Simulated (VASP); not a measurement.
The system is NaCl.

```xyz
2
Lattice="5.4418 0.0000 0.0000 -2.7209 4.7127 0.0000 0.0000 0.0000 4.9957" Properties=species:S:1:pos:R:3 pbc="T T T"
Na    0.0000    0.0000    2.4979
Cl    0.0000    0.0000    0.0000
```

The cell was built from a structure type or drawn by symmetry, and may not be a known phase.

```yaml
Program: VASP 6.6.1
Task: relaxation of cell and atoms
Functional: PBE
Potentials_or_basis: VASP PAW PBE potentials, release 64 (Na_pv, Cl)
Cutoff: 600 eV
k_mesh: 6 × 6 × 6
Occupations: gaussian, width 0.02 eV
Spin: no spin polarisation
```

At the start: pressure 0.1 GPa; volume 64.06 Å³/atom.

Q: How do energy, volume and symmetry change on relaxing?

A: Over 14 steps the energy falls by 12.3 meV/atom and the volume is 89.85 Å³/atom (+40.3 %); space group P6/mmm (No. 191, to 0.1 Å) before and after.

Step by step:
| step | energy change (eV) | largest force (eV/Å) | pressure (GPa) | volume (Å³) |
| --- | --- | --- | --- | --- |
| 1 | 0.0000 | 0.0000 | 0.14 | 128.12 |
| 2 | -0.0011 | 0.0000 | 0.12 | 129.12 |
| 3 | -0.0041 | 0.0000 | 0.08 | 132.16 |
| 4 | -0.0090 | 0.0000 | 0.01 | 138.36 |
| 5 | -0.0147 | 0.0000 | -0.12 | 151.25 |
| 6 | -0.0117 | 0.0000 | -0.30 | 179.01 |
| 7 | -0.0157 | 0.0000 | -0.20 | 161.75 |
| 8 | -0.0163 | 0.0000 | -0.19 | 162.34 |
| 9 | -0.0180 | 0.0000 | -0.17 | 164.11 |
| 10 | -0.0207 | 0.0000 | -0.13 | 167.67 |
| 11 | -0.0239 | 0.0000 | -0.05 | 174.87 |
| 12 | -0.0223 | 0.0000 | 0.11 | 189.55 |
| 13 | -0.0245 | 0.0000 | 0.01 | 180.08 |
| 14 | -0.0245 | 0.0000 | 0.00 | 179.70 |

Final structure:
```cif
data_structure
_symmetry_space_group_name_H-M 'P 1'
_symmetry_Int_Tables_number 1
_cell_length_a 6.4313
_cell_length_b 6.4313
_cell_length_c 5.0169
_cell_angle_alpha 90.000
_cell_angle_beta 90.000
_cell_angle_gamma 120.000
_cell_volume 179.70
loop_
_atom_site_label
_atom_site_type_symbol
_atom_site_fract_x
_atom_site_fract_y
_atom_site_fract_z
_atom_site_occupancy
Na1 Na 0.00000 0.00000 0.50000 1
Cl1 Cl 0.00000 0.00000 0.00000 1
```

Caveat: the volume moved by over 15 % at a fixed basis, so the end points are rough.
